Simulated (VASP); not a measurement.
Wanted: the native input for a VASP 6.6.1 run.

- Task: relaxation of cell and atoms
- Functional: PBE
- Dispersion: D4
- Potentials or basis: VASP PAW PBE potentials, release 64 (B, As)
- Cutoff: 600 eV
- k mesh: 7 × 7 × 7
- Occupations: fermi-dirac, width 0.01 eV
- Spin: no spin polarisation
- Dipole correction: no
- Further INCAR settings: ALGO = Normal; EDIFF = 1e-06; IBRION = 2; EDIFFG = -0.05; NSW = 80; ISIF = 3

The structure of BAs lies in POSCAR:

```
BAs
1.0
    0.0000000000      2.3885000000      2.3885000000
    2.3885000000      0.0000000000      2.3885000000
    2.3885000000      2.3885000000      0.0000000000
B As
1 1
Direct
    0.0000000000      0.0000000000      0.0000000000
    0.2500000000      0.2500000000      0.2500000000
```

These files were run (other wordings do the same):

INCAR

```
SYSTEM = BAs
PREC = Accurate ; ENCUT = 600
EDIFF = 1E-6 ; ISMEAR = -1
SIGMA = 0.01 ; LREAL = .FALSE.
LASPH = .TRUE. ; NELM = 100
ALGO = Normal ; ISIF = 3
LWAVE = .FALSE. ; LCHARG = .FALSE.
GGA = PE ; IVDW = 13
IBRION = 2 ; NSW = 80
EDIFFG = -0.05
```

KPOINTS

```
regular mesh
0
G
  7 7 7
  0 0 0
```

Potentials or basis: VASP PAW PBE potentials, release 64 (B, As).

Launch:

```sh
$ cat potpaw_PBE.64/B/POTCAR potpaw_PBE.64/As/POTCAR > POTCAR
$ mpirun -np 1 vasp_std > vasp.out
```

It gave:

* Relaxed volume: 13.53 Å³/atom
* Relaxed cell: a = 3.370 Å, b = 3.370 Å, c = 3.370 Å, α = 60.00°, β = 60.00°, γ = 60.00°
* Space group after relaxing (to 0.05 Å): F-43m (No. 216)
* Energy gained by relaxing: 0.3 meV/atom
* Ionic steps: 3
* Pressure after relaxing: 0.0 GPa
* Band gap on the k mesh: 1.19 eV, indirect (least direct gap 3.28 eV)
* Dispersion energy per atom: -0.378 eV

Run time: 14 s on 1 thread of AMD EPYC 7R13 Processor (Zen 3), on a shared host, peak memory 0.13 GiB.
